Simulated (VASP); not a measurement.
Set up this calculation in VASP 6.6.1, as the native input.

| Item | Value |
| --- | --- |
| Task | relaxation of cell and atoms |
| Functional | PBEsol |
| Potentials or basis | VASP PAW PBE potentials, release 64 (Ge_d) |
| Cutoff | 600 eV |
| k mesh | 14 × 14 × 14 |
| Occupations | gaussian, width 0.1 eV |
| Spin | no spin polarisation |
| Dipole correction | no |
| Further INCAR settings | ALGO = Normal; EDIFF = 1e-06; IBRION = 2; EDIFFG = -0.005; NSW = 100; ISIF = 3 |

The structure of Ge lies in POSCAR:

```
Ge
1.0
    0.0000000000      2.8289100000      2.8289100000
    2.8289100000      0.0000000000      2.8289100000
    2.8289100000      2.8289100000      0.0000000000
Ge
2
Direct
    0.0000000000      0.0000000000      0.0000000000
    0.2500000000      0.2500000000      0.2500000000
```

These files were run (other wordings do the same):

INCAR

```
ALGO = Normal ; EDIFF = 1E-6
EDIFFG = -0.005 ; ENCUT = 600
GGA = PS ; IBRION = 2
ISIF = 3 ; ISMEAR = 0
LASPH = T ; LCHARG = F
LREAL = F ; LWAVE = F
NELM = 80 ; NSW = 100
PREC = Accurate ; SIGMA = 0.1
```

KPOINTS

```
k-points
0
Gamma
  14 14 14
```

Potentials or basis: VASP PAW PBE potentials, release 64 (Ge_d).

The run is started by

```console
$ cat potpaw_PBE.64/Ge_d/POTCAR > POTCAR
$ mpirun -np 1 vasp_std > vasp.out
```

Results of the run:

```
Relaxed volume                        : 22.85 Å³/atom
Relaxed cell                          : a = 4.013 Å, b = 4.013 Å, c = 4.013 Å, α = 60.00°, β = 60.00°, γ = 60.00°
Space group after relaxing (to 0.1 Å) : Fd-3m (No. 227)
Energy gained by relaxing             : 0.4 meV/atom
Ionic steps                           : 3
Pressure after relaxing               : 0.0 GPa
Band gap on the k mesh                : zero (filled and empty bands touch)
```

Caveat: semilocal functionals underestimate gaps, and a narrow one can read as zero; the PAW data sets were made with another functional, which shifts forces and pressure a little.

It took 3.8 min on 1 thread of Intel Xeon 8259CL (shared host), peak memory 0.24 GiB.
